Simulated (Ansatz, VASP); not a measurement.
**Rh: VASP beside Ansatz**

File INCAR:

```
PREC     = Accurate       # precision mode
ENCUT    = 520            # plane-wave cutoff, eV
EDIFF    = 1E-7           # SCF threshold, eV
ISMEAR   = 0              # smearing method
SIGMA    = 0.15           # smearing width, eV
LREAL    = F              # projectors in reciprocal space
LASPH    = T              # aspherical terms in the spheres
NELM     = 100            # most SCF steps
ALGO     = Fast           # electronic algorithm
ISIF     = 2              # what is computed and relaxed
LWAVE    = F              # write WAVECAR
LCHARG   = F              # write CHGCAR
GGA      = PS             # functional
NBANDS   = 38             # bands
```

KPOINTS

```
Automatic mesh
0
Gamma
  18 18 6
```

File POSCAR:

```
Rh
1.0
    2.6488000000      0.0000000000      0.0000000000
   -1.3244000000      2.2939280895      0.0000000000
    0.0000000000      0.0000000000      9.4257000000
Rh
4
Direct
    0.0000000000      0.0000000000      0.0000000000
    0.3333333333      0.6666666667      0.2500000000
    0.0000000000      0.0000000000      0.5000000000
    0.6666666667      0.3333333333      0.7500000000
```

Input for Ansatz:

```yaml
crystal:
  lattice:
    - [2.6488, 0.0, 0.0]
    - [-1.3244, 2.2939280895, 0.0]
    - [0.0, 0.0, 9.4257]
  atoms:
    - { symbol: Rh, position: [0.0, 0.0, 0.0] }
    - { symbol: Rh, position: [0.3333333333, 0.6666666667, 0.25] }
    - { symbol: Rh, position: [0.0, 0.0, 0.5] }
    - { symbol: Rh, position: [0.6666666667, 0.3333333333, 0.75] }
basis:
  ecutwfc: 420
kpoints:
  mp_grid: { grid: [18, 18, 6] }
hamiltonian:
  xc: pbesol
  pseudopotentials: { kind: paw, azcp: { folder: soft_1 } }
scf:
  occupations: { method: gaussian, width: 0.15 }
output:
  forces: true
  stress: true
  eigenvalues: true
```

Alike in both runs: task single point; functional PBEsol; k mesh 18 × 18 × 6; occupations gaussian, width 0.15 eV; no spin polarisation.

```csv
,VASP,Ansatz
version,VASP 6.6.1,Ansatz 0.2.0
potentials or method,"VASP PAW PBE potentials, release 64 (Rh_pv), cutoff 520 eV","scalar-relativistic, plane waves, PAW"
valence electrons in the cell,60,68
```

|  | VASP | Ansatz | Ansatz less VASP |
| --- | --- | --- | --- |
| gap on the k mesh at the Fermi level (eV) | none | none | - |
| pressure (GPa) | -12.0 | -11.9 | +0.09 |
| traceless stress, the component that is largest in VASP (GPa) | -17.20 | -17.24 | -0.046 |

VASP's potentials were made for PBE, not for PBEsol, and Ansatz warns of the same on its side. A gap of «none» marks a metal or a gap that the smearing closes. With one functional, cell and mesh, what is left measures potentials, basis and numerics. VASP's potentials hold 60 valence electrons a cell and Ansatz's 68, so a difference there can come from the potentials and not from the codes.
